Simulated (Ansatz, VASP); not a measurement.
# Al in VASP and in Ansatz

The input INCAR:

```
SYSTEM = Al
  PREC = Accurate
  ENCUT = 520
  EDIFF = 1E-7
  ISMEAR = 0
  SIGMA = 0.1
  LREAL = .FALSE.
  LASPH = .TRUE.
  NELM = 80
  ALGO = Normal
  ISIF = 2
  LWAVE = .FALSE.
  LCHARG = .FALSE.
  GGA = PE
  NBANDS = 18
```

File KPOINTS:

```
regular mesh
0
G
  8 6 4
  0 0 0
```

File POSCAR:

```
Al
1.0
    0.0000000000      0.0000000000     -2.7899271437
    2.3073128564     -3.9963830962      0.0000000000
   -6.9219385691     -3.9963830962      0.0000000000
Al
6
Direct
    1.0000000000      0.0000000000      1.0000000000
    1.0000000000      0.5000000000      0.5000000000
    0.5000000000      0.5000000000      0.8333333333
    0.5000000000      1.0000000000      0.3333333333
    0.5000000000      1.0000000000      0.6666666667
    0.5000000000      0.5000000000      0.1666666667
```

Input for Ansatz:

```yaml
crystal:
  lattice:
    - [0.0, 0.0, -2.7899271437]
    - [2.3073128564, -3.9963830962, 0.0]
    - [-6.9219385691, -3.9963830962, 0.0]
  atoms:
    - { symbol: Al, position: [1.0, 0.0, 1.0] }
    - { symbol: Al, position: [1.0, 0.5, 0.5] }
    - { symbol: Al, position: [0.5, 0.5, 0.8333333333] }
    - { symbol: Al, position: [0.5, 1.0, 0.3333333333] }
    - { symbol: Al, position: [0.5, 1.0, 0.6666666667] }
    - { symbol: Al, position: [0.5, 0.5, 0.1666666667] }
basis:
  ecutwfc: 420
kpoints:
  mp_grid: { grid: [8, 6, 4] }
hamiltonian:
  xc: pbe
scf:
  occupations: { method: gaussian, width: 0.1 }
output:
  forces: true
  stress: true
  eigenvalues: true
```

Alike in both runs: task single point; functional PBE; k mesh 8 × 6 × 4; occupations gaussian, width 0.1 eV; no spin polarisation.

```csv
,VASP,Ansatz
version,VASP 6.6.1,Ansatz 0.2.0
potentials or method,"VASP PAW PBE potentials, release 64 (Al), cutoff 520 eV","scalar-relativistic, plane waves, PAW"
valence electrons in the cell,18,18
```

Ansatz gave:

* gap on the k mesh at the Fermi level (eV): none
* pressure (GPa): -0.1
* traceless stress, the component that is largest in VASP (GPa): -1.47

**Question.** Which values does VASP return?

**Answer.** gap on the k mesh at the Fermi level (eV): none; pressure (GPa): -0.1; traceless stress, the component that is largest in VASP (GPa): -1.48.

A gap of «none» marks a metal or a gap that the smearing closes. The functional is the same, so the differences come from potentials, cutoffs and numerics.
